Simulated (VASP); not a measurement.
Runs of VASP 6.6.1 on CsPbCl3. The structure is that of space group Pm-3m (No. 221), or close to it. The cells are those of the table. 

| task | level | cell | cutoff (eV) | gap on the mesh (eV) | pressure (GPa) | relaxed volume (Å³/atom) |
| --- | --- | --- | --- | --- | --- | --- |
| single point | PBEsol | a = 5.625 Å, 5 atoms | 520 | 1.85 | 0.0 | - |
| relaxation of cell and atoms | RPBE | relaxed from a = 5.605 Å, 5 atoms | 600 | 2.55 | 0.0 | (a) |
| relaxation of cell and atoms | PBEsol | relaxed from a = 5.605 Å, 5 atoms | 600 | 1.85 | 0.0 | 35.59 |
| single point | RPBE | a = 5.861 Å, 5 atoms | 520 | 2.55 | 0.0 | - |

Alike in all rows: potentials or basis VASP PAW PBE potentials, release 64 (Cs_sv, Pb_d, Cl); no spin polarisation; k mesh 4 × 4 × 4; smearing gaussian 0.01 eV.

Question: Estimate the missing entries.

Answer: (a) 40.24.

Caveats: the PAW data sets were made with another functional, which shifts forces and pressure a little; spin-orbit coupling is left out, which moves the levels of the heavy elements; the volume moved by +14 % from the deposited cell, more than functionals usually miss (some runs).

A k mesh can miss the band edges, and the runs leave out spin-orbit coupling on Cs, Pb.
